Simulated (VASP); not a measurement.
# CoSi (P2_13) in VASP: notebook, part 2 of 2

VASP 6.6.1. Earlier steps stand in the parts before.

## (3) Relaxation of cell and atoms, PBE

This run uses another cell than the first one, of 10.93 Å³/atom.

INCAR reads:

```
PREC = Accurate ; ENCUT = 600
EDIFF = 1E-6 ; ISMEAR = 0
SIGMA = 0.1 ; LREAL = F
LASPH = T ; NELM = 60
ALGO = Normal ; ISIF = 3
LWAVE = F ; LCHARG = F
GGA = PE ; IBRION = 2
NSW = 100 ; EDIFFG = -0.005
```

KPOINTS reads:

```
Automatic mesh
0
Gamma
  8 8 8
```

POSCAR reads:

```
CoSi
1.0
    4.4380000000      0.0000000000      0.0000000000
    0.0000000000      4.4380000000      0.0000000000
    0.0000000000      0.0000000000      4.4380000000
Co Si
4 4
Direct
    0.1400000000      0.1400000000      0.1400000000
    0.3600000000      0.8600000000      0.6400000000
    0.6400000000      0.3600000000      0.8600000000
    0.8600000000      0.6400000000      0.3600000000
    0.8430000000      0.8430000000      0.8430000000
    0.6570000000      0.1570000000      0.3430000000
    0.3430000000      0.6570000000      0.1570000000
    0.1570000000      0.3430000000      0.6570000000
```

Potentials or basis: VASP PAW PBE potentials, release 64 (Co, Si).

Command:

```sh
$ cat potpaw_PBE.64/Co/POTCAR potpaw_PBE.64/Si/POTCAR > POTCAR
$ mpirun -np 1 vasp_std > vasp.out
```

OUTCAR:

```text
PREC = Accurate
   ENCUT = 600
   EDIFF = 1E-6
   ISMEAR = 0
   LREAL = F
   LASPH = T
   NELM = 60
   ISIF = 3
   GGA = PE
   IBRION = 2
   NSW = 100
   EDIFFG = -0.005

 ion  position               nearest neighbor table
   1  0.140  0.140  0.140-   5 2.28   6 2.33   7 2.33   8 2.33   7 2.47   8 2.47   6 2.47   2 2.72
                             4 2.72   2 2.72   4 2.72   3 2.72   3 2.72
   2  0.360  0.860  0.640-   6 2.28   5 2.33   7 2.33   8 2.33   7 2.47   8 2.47   5 2.47   1 2.72
                             3 2.72   1 2.72   3 2.72   4 2.72   4 2.72
   3  0.640  0.360  0.860-   7 2.28   6 2.33   5 2.33   8 2.33   8 2.47   6 2.47   5 2.47   4 2.72
                             2 2.72   2 2.72   4 2.72   1 2.72   1 2.72
   4  0.860  0.640  0.360-   8 2.28   6 2.33   7 2.33   5 2.33   6 2.47   5 2.47   7 2.47   3 2.72
                             1 2.72   1 2.72   3 2.72   2 2.72   2 2.72
   5  0.843  0.843  0.843-   1 2.28   2 2.33   3 2.33   4 2.33   3 2.47   4 2.47   2 2.47   6 2.75
                             7 2.75   8 2.75   6 2.75   8 2.75   7 2.75
[... 463 lines left out ...]
  free energy    TOTEN  =       -54.75097727 eV

  energy without entropy =      -54.74413141  energy(sigma->0) =      -54.74755434

 E-fermi :  12.1360     XC(G=0): -12.8719

 val. band max:       12.1167867632   @ k =   0.5000   0.5000   0.3750
 cond. band min:      12.2554542821   @ k =   0.3750   0.3750   0.3750
 fundamental gap:      0.1386675190
 Fermi energy:        12.1359796512

 k-point     1 :       0.0000    0.0000    0.0000
  band No.  band energies     occupation
      1      -1.5575      2.00000
      2       3.9400      2.00000
      3       3.9400      2.00000
      4       3.9400      2.00000
      5       6.6405      2.00000
      6       6.6405      2.00000
[... 805 lines left out ...]
     30      14.1113      0.00000
     31      14.9642      0.00000

 [... further k-points ...]
[... 5 lines left out ...]
  --------------------------------------------------------------------------------------
  -------------------------------------------------------------------------------------
  Total        0.0073286      0.0073286      0.0073286      0.0000000      0.0000000      0.0000000
  in kB        0.1351130      0.1351130      0.1351130      0.0000000      0.0000000      0.0000000
  external PRESSURE =       0.1351130 kB  Pullay stress =       0.0000000 kB
[... 23 lines left out ...]
  FREE ENERGIE OF THE ION-ELECTRON SYSTEM (eV)
  ---------------------------------------------------
  free  energy   TOTEN  =       -54.7509772701 eV

  energy  without entropy=      -54.7441314061  energy(sigma->0) =      -54.74755434

 reached required accuracy - stopping structural energy minimisation
```

OSZICAR:

```text
N       E                     dE             d eps       ncg     rms          rms(c)
DAV:   1     0.377921495797E+03    0.37792E+03   -0.24832E+04  2790   0.216E+03
DAV:   2    -0.249842953987E+02   -0.40291E+03   -0.39362E+03  2790   0.429E+02
DAV:   3    -0.588205259931E+02   -0.33836E+02   -0.32822E+02  3230   0.145E+02
[... 58 lines left out ...]
       N       E                     dE             d eps       ncg     rms          rms(c)
DAV:   1    -0.547509852604E+02   -0.40756E-04   -0.10279E-03  2969   0.234E-01    0.310E-02
DAV:   2    -0.547509985581E+02   -0.13298E-04   -0.34524E-04  4324   0.226E-01    0.341E-02
DAV:   3    -0.547509776037E+02    0.20954E-04   -0.13395E-04  4100   0.143E-01    0.756E-03
DAV:   4    -0.547509772701E+02    0.33366E-06   -0.34089E-06  2405   0.162E-02
   7 F= -.54750977E+02 E0= -.54747554E+02  d E =-.536375E-03
```

Run time: 16 min. Hardware: 1 thread of Intel Xeon 8259CL, shared host; peak memory 0.29 GiB.

Results:

```
Free energy                           : -54.7510 eV
Relaxed volume                        : 10.86 Å³/atom
Relaxed cell                          : a = 4.429 Å, b = 4.429 Å, c = 4.429 Å, α = 90.00°, β = 90.00°, γ = 90.00°
Space group after relaxing (to 0.1 Å) : P2_13 (No. 198)
Energy gained by relaxing             : 2.8 meV/atom
Ionic steps                           : 7
Pressure after relaxing               : 0.0 GPa
Band gap on the k mesh                : zero (bands 26 and 27 overlap by 0.21 eV)
```

Forces in eV/Å, atoms in the order of the input:
```
Co  -0.001 -0.001 -0.001
Co   0.001  0.001 -0.001
Co  -0.001  0.001  0.001
Co   0.001 -0.001  0.001
Si   0.002  0.002  0.002
Si  -0.002 -0.002  0.002
Si   0.002 -0.002 -0.002
Si  -0.002  0.002 -0.002
```

The path:
```csv
step,energy change (eV),largest force (eV/Å),pressure (GPa),volume (Å³)
1,0.0000,0.2713,-0.42,87.41
2,-0.0123,0.1874,0.18,87.05
3,-0.0190,0.0841,1.22,86.51
4,-0.0178,0.0776,-1.57,87.51
5,-0.0217,0.0591,-0.06,86.95
6,-0.0222,0.0154,0.02,86.91
7,-0.0222,0.0028,0.01,86.90
```

Final structure:
```xyz
8
Lattice="4.4294 0.0000 0.0000 0.0000 4.4294 0.0000 0.0000 0.0000 4.4294" Properties=species:S:1:pos:R:3 pbc="T T T"
Co    0.6428    0.6428    0.6428
Co    1.5719    3.7866    2.8575
Co    2.8575    1.5719    3.7866
Co    3.7866    2.8575    1.5719
Si    3.7348    3.7348    3.7348
Si    2.9093    0.6946    1.5201
Si    1.5201    2.9093    0.6946
Si    0.6946    1.5201    2.9093
```

The gap in the log of VASP goes by the Fermi energy; the results here count the filled bands.